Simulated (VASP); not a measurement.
Mo, 1 atom in the cell. Symmetry: Im-3m, No. 229, cubic system. Conventional cell: a = 3.182 Å, b = 3.182 Å, c = 3.182 Å, α = 90.00°, β = 90.00°, γ = 90.00°. Within 3.6 Å of Mo (site symmetry m-3m) lie 14 Mo at 2.76 to 3.18 Å.  This cell differs from its parent crystal: volume scaled by 1.020.

| Item | Value |
| --- | --- |
| Program | VASP 6.6.1 |
| Task | single point |
| Functional | PBE |
| Potentials or basis | VASP PAW PBE potentials, release 64 (Mo_sv) |
| Cutoff | 520 eV |
| k mesh | 20 × 20 × 20 |
| Occupations | gaussian, width 0.05 eV |
| Spin | no spin polarisation |
| Dipole correction | no |
| Further INCAR settings | ALGO = Normal; EDIFF = 1e-06; NBANDS = 13 |

Potentials or basis: VASP PAW PBE potentials, release 64 (Mo_sv).

Launch:

```sh
$ cat potpaw_PBE.64/Mo_sv/POTCAR > POTCAR
$ mpirun -np 1 vasp_std > vasp.out
```

Hardware: 1 thread of AMD EPYC 7R43 64-Core Processor (Zen 3), with other jobs on the host.

Q: Estimate the wall time of this run.

A: Wall time 38 s on 1 thread of AMD EPYC 7R43 64-Core Processor (Zen 3), on a shared host, peak memory 0.13 GiB. Counts: scf iterations 11, k points 256.
